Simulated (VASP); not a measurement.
The system is Ti2Si.

```
Si Ti
1.0
     4.29265    0.00000    0.00000
    -2.14632    3.71754    0.00000
     0.00000    0.00000    2.73847
Si Ti
1 2
Direct
  0.00000 0.00000 0.00000
  0.66667 0.33333 0.50000
  0.33333 0.66667 0.50000
```

| Property | Result |
| --- | --- |
| Program | VASP 6.6.1 |
| Task | relaxation of cell and atoms |
| Functional | PBE |
| Potentials or basis | VASP PAW PBE potentials, release 64 (Si, Ti_sv) |
| Cutoff | 600 eV |
| k mesh | 12 × 12 × 16 |
| Occupations | gaussian, width 0.1 eV |
| Spin | no spin polarisation |

At the start: pressure 2.3 GPa; volume 14.57 Å³/atom.

Task: How do energy, volume and symmetry change on relaxing?

Result: Over 11 steps the energy falls by 23.9 meV/atom and the volume is 14.83 Å³/atom (+1.8 %); space group P6/mmm (No. 191, to 0.05 Å).

The path:
| step | energy change (eV) | largest force (eV/Å) | pressure (GPa) | volume (Å³) |
| --- | --- | --- | --- | --- |
| 1 | 0.0000 | 0.0000 | 2.34 | 43.70 |
| 2 | -0.0638 | 0.0000 | -1.59 | 45.02 |
| 3 | -0.0678 | 0.0000 | -1.46 | 45.09 |
| 4 | -0.0678 | 0.0000 | -1.83 | 45.06 |
| 5 | -0.0670 | 0.0000 | 1.05 | 44.11 |
| 6 | -0.0714 | 0.0000 | -0.61 | 44.68 |
| 7 | -0.0718 | 0.0000 | -0.40 | 44.50 |
| 8 | -0.0717 | 0.0000 | 0.09 | 44.39 |
| 9 | -0.0718 | 0.0000 | 0.32 | 44.44 |
| 10 | -0.0718 | 0.0000 | 0.04 | 44.48 |
| 11 | -0.0718 | 0.0000 | 0.01 | 44.50 |

Final structure:
```
Si Ti
1.0
     4.40832    0.00000    0.00000
    -2.20416    3.81772    0.00000
     0.00000    0.00000    2.64411
Si Ti
1 2
Direct
  0.00000 0.00000 0.00000
  0.66667 0.33333 0.50000
  0.33333 0.66667 0.50000
```
